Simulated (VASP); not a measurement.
# Ti (Cmme) in VASP: single point with PBEsol

Aim: the single point of Ti with PBEsol.

Program: VASP 6.6.1. These are calculated values, not measurements. Logs are shortened: lines on timing, memory, paths and dates and some standing lists are left out, and cuts for length are marked.

### 1 The cell of the first run

The structure is orthorhombic, space group Cmme (No. 67). Conventional cell: a = 3.282 Å, b = 4.641 Å, c = 10.283 Å, α = 90.00°, β = 90.00°, γ = 90.00°. Within 3.8 Å of Ti (site symmetry mm2) lie 12 Ti at 2.84 to 3.70 Å. Within 3.7 Å of Ti (site symmetry mm2) lie 14 Ti at 2.84 to 3.28 Å.

### 2 Single point, PBEsol (the distance across one plane changed)

The input, INCAR:

```
SYSTEM = Ti
ALGO     = Fast           ! electronic algorithm
EDIFF    = 1E-7           ! SCF threshold, eV
ENCUT    = 520            ! plane-wave cutoff, eV
GGA      = PS             ! functional
ISIF     = 2              ! what is computed and relaxed
ISMEAR   = 0              ! smearing method
LASPH    = .True.         ! aspherical terms in the spheres
LCHARG   = .False.        ! write CHGCAR
LREAL    = .False.        ! projectors in reciprocal space
LWAVE    = .False.        ! write WAVECAR
NBANDS   = 32             ! bands
NELM     = 100            ! most SCF steps
PREC     = Accurate       ! precision mode
SIGMA    = 0.15           ! smearing width, eV
```

The input, KPOINTS:

```
k-points
0
Gamma
  17 17 5
  0 0 0
```

The input, POSCAR:

```
Ti
1.0
   -1.6410000000      1.6410000000     -1.6410000000
   -1.6410000000     -1.6410000000      1.6410000000
    0.0000000000      7.2711067812      7.2711067812
Ti
4
Direct
    0.0000000000      0.0000000000      0.7899072552
    0.5000000000      0.5000000000      0.1128438936
    0.0000000000      0.0000000000      0.3385316808
    0.5000000000      0.5000000000      0.5642194680
```

Potentials or basis: VASP PAW PBE potentials, release 64 (Ti_sv).

Command:

```console
> cat potpaw_PBE.64/Ti_sv/POTCAR > POTCAR
> mpirun -np 1 vasp_std > vasp.out
```

OUTCAR:

```text
SYSTEM = Ti
   EDIFF = 1E-7
   ENCUT = 520
   GGA = PS
   ISIF = 2
   ISMEAR = 0
   LASPH = .True.
   LREAL = .False.
   NELM = 100
   PREC = Accurate

 ion  position               nearest neighbor table
   1  0.000  0.000  0.790-   4 2.84   4 2.84
   2  0.500  0.500  0.113-   3 2.84   3 2.84
   3  0.000  0.000  0.339-   4 2.84   4 2.84   2 2.84   2 2.84
   4  0.500  0.500  0.564-   3 2.84   3 2.84   1 2.84   1 2.84

  LATTYP: Found a base centered orthorhombic cell.
 ALAT       =     3.2820000000
 B/A-ratio  =     1.4142135624
 C/A-ratio  =     3.1331193856

  Lattice vectors:

 A1 = (  -1.6410000000,   1.6410000000,  -1.6410000000)
 A2 = (  -1.6410000000,  -1.6410000000,   1.6410000000)
 A3 = (   0.0000000000,   7.2711067812,   7.2711067812)

Analysis of symmetry for initial positions (statically):
=====================================================================
 Subroutine PRICEL returns:
 Original cell was already a primitive cell.

 Routine SETGRP: Setting up the symmetry group for a
 base centered orthorhombic supercell.

 Subroutine GETGRP returns: Found  8 space group operations
 (whereof  4 operations were pure point group operations)
 out of a pool of  8 trial point group operations.

The static configuration has the point symmetry C_2v.
 The point group associated with its full space group is D_2h.

Analysis of symmetry for dynamics (positions and initial velocities):
=====================================================================
 Subroutine PRICEL returns:
 Original cell was already a primitive cell.

 Routine SETGRP: Setting up the symmetry group for a
 base centered orthorhombic supercell.

 Subroutine GETGRP returns: Found  8 space group operations
 (whereof  4 operations were pure point group operations)
 out of a pool of  8 trial point group operations.

The dynamic configuration has the point symmetry C_2v.
 The point group associated with its full space group is D_2h.

 Subroutine INISYM returns: Found  8 space group operations
 (whereof  4 operations are pure point group operations),
 and found     1 'primitive' translations

----------------------------------------------------------------------------------------

                                     Primitive cell

  volume of cell :      78.3209

  direct lattice vectors                    reciprocal lattice vectors
    -1.641000000  1.641000000 -1.641000000    -0.304692261  0.152346130 -0.152346130
    -1.641000000 -1.641000000  1.641000000    -0.304692261 -0.152346130  0.152346130
     0.000000000  7.271106781  7.271106781     0.000000000  0.068765322  0.068765322

  length of vectors
     2.842295375  2.842295375 10.282897823     0.373170284  0.373170284  0.097248851

  position of ions in fractional coordinates (direct lattice)
     0.000000000  0.000000000  0.789907255
     0.500000000  0.500000000  0.112843894
     0.000000000  0.000000000  0.338531681
     0.500000000  0.500000000  0.564219468

  ion indices of the primitive-cell ions
   primitive index   ion index
                 1           1
                 2           2
                 3           3
                 4           4

----------------------------------------------------------------------------------------

 KPOINTS: k-points

Automatic generation of k-mesh.
 Grid dimensions read from file:
 generate k-points for:   17   17    5

 Generating k-lattice:

  Cartesian coordinates                     Fractional coordinates (reciprocal lattice)
    -0.017923074  0.008961537 -0.008961537     0.058823529  0.000000000  0.000000000
    -0.017923074 -0.008961537  0.008961537     0.000000000  0.058823529  0.000000000
     0.000000000  0.013753064  0.013753064     0.000000000  0.000000000  0.200000000

  Length of vectors
     0.021951193  0.021951193  0.019449770

  Shift w.r.t. Gamma in fractional coordinates (k-lattice)
     0.000000000  0.000000000  0.000000000

 Subroutine IBZKPT returns following result:
 ===========================================

 Found    243 irreducible k-points:

 Following reciprocal coordinates:
            Coordinates               Weight
  0.000000  0.000000  0.000000      1.000000
  0.058824  0.000000  0.000000      4.000000
  0.117647  0.000000  0.000000      4.000000
  0.176471  0.000000  0.000000      4.000000
  0.235294  0.000000  0.000000      4.000000
  0.294118  0.000000  0.000000      4.000000
[... 16 lines left out ...]
 -0.176471  0.058824  0.000000      4.000000
 -0.117647  0.058824  0.000000      4.000000
 [... further k-points ...]
   k-points           NKPTS =    243   k-points in BZ     NKDIM =    243   number of bands    NBANDS=     32
   number of dos      NEDOS =    301   number of ions     NIONS =      4
   total plane-waves  NPLWV =  46080
   dimension x,y,z NGX =    24 NGY =   24 NGZ =   80
   dimension x,y,z NGXF=    48 NGYF=   48 NGZF=  160
   ions per type =               4
   NGX,Y,Z   is equivalent  to a cutoff of  14.04, 14.04, 12.93 a.u.
   NGXF,Y,Z  is equivalent  to a cutoff of  28.08, 28.08, 25.87 a.u.
 SYSTEM =  Ti
   PREC   = accura    normal or accurate (medium, high low for compatibility)
   ISTART =      0    job   : 0-new  1-cont  2-samecut
   ICHARG =      2    charge: 1-file 2-atom 10-const
   ISPIN  =      1    spin polarized calculation?
   LNONCOLLINEAR =      F non collinear calculations
   LSORBIT =      F    spin-orbit coupling
   LASPH  =      T    aspherical Exc in radial PAW
   ENCUT  =  520.0 eV  38.22 Ry    6.18 a.u.   5.28  5.28 19.12*2*pi/ulx,y,z
   NELM   =    100;   NELMIN=  2; NELMDL= -5     # of ELM steps
   EDIFF  = 0.1E-06   stopping-criterion for ELM
   LREAL  =      F    real-space projection
   EDIFFG = 0.1E-05   stopping-criterion for IOM
   NSW    =      0    number of steps for IOM
   IBRION =     -1    ionic relax: 0-MD 1-quasi-New 2-CG
   NFREE  =      0    steps in history (QN), initial steepest desc. (CG)
   ISIF   =      2    stress and relaxation
   ISYM   =      2    0-nonsym 1-usesym 2-fastsym
   POTIM  = 0.5000    time-step for ionic-motion
   TEBEG  =    0.0;   TEEND  =   0.0 temperature during run
   PSTRESS=    0.0 pullay stress
   NELECT =      48.0000    total number of electrons
   NUPDOWN=      -1.0000    fix difference up-down
   EMIN   =  10.00;   EMAX   =-10.00  energy-range for DOS
   EFERMI =   0.00;   METHOD = LEGACY
   ISMEAR =     0;   SIGMA  =   0.15  broadening in eV -4-tet -1-fermi 0-gaus
   EFERMI_NEDOS =   21; number of points for ismear=-14 and -15
   IALGO  =     68    algorithm
   IMIX   =      4    mixing-type and parameters
     AMIX     =   0.40;   BMIX     =  1.00
     AMIX_MAG =   1.60;   BMIX_MAG =  1.00
  volume/ion in A,a.u.               =      19.58       132.13
  Fermi-wavevector in a.u.,A,eV,Ry     =   1.390580  2.627815 26.309764  1.933713
  Thomas-Fermi vector in A             =   2.514502
   LORBIT       =      0    0 simple, 1 ext, 2 COOP (PROOUT), +10 PAW based schemes
   GGA     = PS    functional components
   LHFCALC =     F    Hartree Fock is set to
   AEXX    =    0.0000 exact exchange contribution
   IVDW    =     0    specifies the selected vdW correction
   LEPSILON=     F    determine dielectric tensor
   LRPA    =     F    only Hartree local field effects (RPA)
 non-spin polarized calculation
 RMM-DIIS sequential band-by-band and
 Gauss-broadening in eV      SIGMA  =   0.15
  energy-cutoff  :      520.00
  volume of cell :       78.32
 maximum number of plane-waves:      2130
 NGX is ok and might be reduce to    24
   NGX = 11   NGY = 11   NGZ = 39

 number of electron      47.9999994 magnetization

 Free energy of the ion-electron system (eV)
  ---------------------------------------------------
  ext. energy  EPLUGINS =         0.00000000
  ---------------------------------------------------
  free energy    TOTEN  =       -32.17909008 eV

  energy without entropy =      -32.07788711  energy(sigma->0) =      -32.12848859

 E-fermi :   6.7760     XC(G=0): -10.9967

 val. band max:        6.7745220600   @ k =   0.4118   0.1765   0.2000
 cond. band min:       6.7766005631   @ k =  -0.4118   0.1176   0.0000
 fundamental gap:      0.0020785031
 Fermi energy:         6.7760269395

 k-point     1 :       0.0000    0.0000    0.0000
  band No.  band energies     occupation
      1     -49.7924      2.00000
      2     -49.7897      2.00000
      3     -49.5308      2.00000
      4     -49.4690      2.00000
      5     -26.2742      2.00000
      6     -26.2009      2.00000
[... 24 lines left out ...]
     31       9.2946      0.00000
     32       9.3197      0.00000

 k-point     2 :       0.0588    0.0000    0.0000
  band No.  band energies     occupation
      1     -49.7902      2.00000
      2     -49.7876      2.00000
      3     -49.5283      2.00000
      4     -49.4675      2.00000
      5     -26.2694      2.00000
      6     -26.1994      2.00000
[... 24 lines left out ...]
     31       9.1778      0.00000
     32       9.1953      0.00000

 k-point     3 :       0.1176    0.0000    0.0000
  band No.  band energies     occupation
      1     -49.7838      2.00000
      2     -49.7814      2.00000
      3     -49.5211      2.00000
      4     -49.4634      2.00000
      5     -26.2555      2.00000
      6     -26.1952      2.00000
[... 24 lines left out ...]
     31       8.9364      0.00000
     32       9.0870      0.00000

 k-point     4 :       0.1765    0.0000    0.0000
  band No.  band energies     occupation
      1     -49.7742      2.00000
      2     -49.7720      2.00000
      3     -49.5100      2.00000
      4     -49.4572      2.00000
      5     -26.2346      2.00000
      6     -26.1901      2.00000
[... 654 lines left out ...]
     31       8.7619      0.00000
     32       9.0302      0.00000

 k-point    23 :      -0.1765    0.0588    0.0000
  band No.  band energies     occupation
      1     -49.7741      2.00000
      2     -49.7719      2.00000
      3     -49.5109      2.00000
      4     -49.4549      2.00000
      5     -26.2417      2.00000
      6     -26.1868      2.00000
[... 24 lines left out ...]
     31       8.6375      0.00000
     32       8.8881      0.00000

 k-point    24 :      -0.1176    0.0588    0.0000
  band No.  band energies     occupation
      1     -49.7832      2.00000
      2     -49.7807      2.00000
      3     -49.5210      2.00000
      4     -49.4614      2.00000
      5     -26.2593      2.00000
      6     -26.1928      2.00000
[... 24 lines left out ...]
     31       8.6551      0.00000
     32       8.8321      0.00000

 [... further k-points ...]

------------------------ aborting loop because EDIFF is reached ----------------------------------------

  FORCE on cell =-STRESS in cart. coord.  units (eV):
  Direction    XX          YY          ZZ          XY          YZ          ZX
  --------------------------------------------------------------------------------------
  -------------------------------------------------------------------------------------
  Total       -4.4764595     -5.6987744     -5.6987744     -0.0000000     -0.9838582      0.0000000
  in kB      -91.5730260   -116.5774015   -116.5774015     -0.0000000    -20.1263683      0.0000000
  external PRESSURE =    -108.2426096 kB  Pullay stress =       0.0000000 kB

 VOLUME and BASIS-vectors are now :
 -----------------------------------------------------------------------------
  energy-cutoff  :      520.00
  volume of cell :       78.32
      direct lattice vectors                 reciprocal lattice vectors
    -1.641000000  1.641000000 -1.641000000    -0.304692261  0.152346130 -0.152346130
    -1.641000000 -1.641000000  1.641000000    -0.304692261 -0.152346130  0.152346130
     0.000000000  7.271106781  7.271106781     0.000000000  0.068765322  0.068765322

 POSITION                                       TOTAL-FORCE (eV/Angst)
 -----------------------------------------------------------------------------------
      0.00000      5.74350      5.74350         0.000000      0.141858      0.141858
     -1.64100      0.82050      0.82050        -0.000000     -0.141858     -0.141858
      0.00000      2.46150      2.46150         0.000000     -0.290725     -0.290725
     -1.64100      4.10250      4.10250        -0.000000      0.290725      0.290725
 -----------------------------------------------------------------------------------
    total drift:                                0.000000      0.000024      0.000024

  FREE ENERGIE OF THE ION-ELECTRON SYSTEM (eV)
  ---------------------------------------------------
  free  energy   TOTEN  =       -32.1790900824 eV

  energy  without entropy=      -32.0778871061  energy(sigma->0) =      -32.12848859
```

It took 36 min on 1 thread of Intel Xeon Platinum 8559C (Emerald Rapids), shared host; peak memory 0.53 GiB.

Results:

- Free energy: -32.1791 eV
- Pressure: -10.8 GPa
- Largest force: 0.411 eV/Å
- Band gap on the k mesh: zero (bands 24 and 25 overlap by 0.92 eV)

Forces on the atoms (eV/Å):
```
Ti   0.000  0.142  0.142
Ti   0.000 -0.142 -0.142
Ti   0.000 -0.291 -0.291
Ti   0.000  0.291  0.291
```

Stress tensor (GPa, compression positive):
```
 -9.16   0.00   0.00
  0.00 -11.66  -2.01
  0.00  -2.01 -11.66
```

Caveat: the cell differs from its parent crystal (the distance across one plane changed); the cell stands under tension; the PAW data sets were made with another functional, which shifts forces and pressure a little.
